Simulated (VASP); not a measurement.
Here is a VASP 6.6.1 calculation.

The input INCAR:

```
PREC = Accurate ; ENCUT = 500
EDIFF = 1E-6 ; ISMEAR = -1
SIGMA = 0.08 ; LREAL = False
LASPH = True ; NELM = 120
ALGO = Normal ; ISIF = 2
LWAVE = False ; LCHARG = False
NBANDS = 10 ; GGA_COMPAT = False
```

The input KPOINTS:

```
regular mesh
0
Gamma
  19 19 19
```

Contents of POSCAR:

```
Ir
1.0
    0.0000000000      1.6920804899      1.6920804899
    1.6920804899      0.0000000000      1.6920804899
    1.6920804899      1.6920804899      0.0000000000
Ir
1
Direct
    0.0000000000      0.0000000000      0.0000000000
```

Potentials or basis: VASP PAW LDA potentials, release 64 (Ir).

The run is started by

```console
$ cat potpaw_LDA.64/Ir/POTCAR > POTCAR
$ mpirun -np 1 vasp_std > vasp.out
```

Q: What does it give for the pressure?

A: 355.6 GPa.

Caveat: the cell differs from its parent crystal (volume scaled by 0.7, to set the pressure).
